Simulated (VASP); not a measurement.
Input of a VASP 6.6.1 run:

The input INCAR:

```
SYSTEM = BiW
  ALGO = Normal
  EDIFF = 1E-7
  EDIFFG = -0.005
  ENCUT = 600
  GGA = PE
  IBRION = 2
  ISIF = 3
  ISMEAR = -1
  LASPH = .TRUE.
  LCHARG = .FALSE.
  LREAL = .FALSE.
  LWAVE = .FALSE.
  NELM = 100
  NSW = 60
  PREC = Accurate
  PSTRESS = 380.0
  SIGMA = 0.1
```

File KPOINTS:

```
k-points
0
G
  12 12 12
  0 0 0
```

The input POSCAR:

```
BiW
1.0
    0.0000000000      2.7720481093      2.7720481093
    2.7720481093      0.0000000000      2.7720481093
    2.7720481093      2.7720481093      0.0000000000
W Bi
1 1
Direct
    0.0000000000      0.0000000000      0.0000000000
    0.2500000000      0.2500000000      0.2500000000
```

Potentials or basis: VASP PAW PBE potentials, release 64 (W_sv, Bi_d).

The run is started by

```console
$ cat potpaw_PBE.64/W_sv/POTCAR potpaw_PBE.64/Bi_d/POTCAR > POTCAR
$ mpirun -np 1 vasp_std > vasp.out
```

Q: Predict the space group after relaxing (to 0.1 Å).

A: F-43m (No. 216).

Q: Estimate the relaxed volume.

A: 24.03 Å³/atom.

Final structure:
```yaml
crystal:
  lattice:
    - [0.00000, 2.88588, 2.88588]
    - [2.88588, 0.00000, 2.88588]
    - [2.88588, 2.88588, 0.00000]
  atoms:
    - { symbol: W, position: [0.00000, 0.00000, 0.00000] }
    - { symbol: Bi, position: [0.25000, 0.25000, 0.25000] }
```

Caveat: the cell is relaxed towards a set pressure, so the run minimises the enthalpy, not the energy.
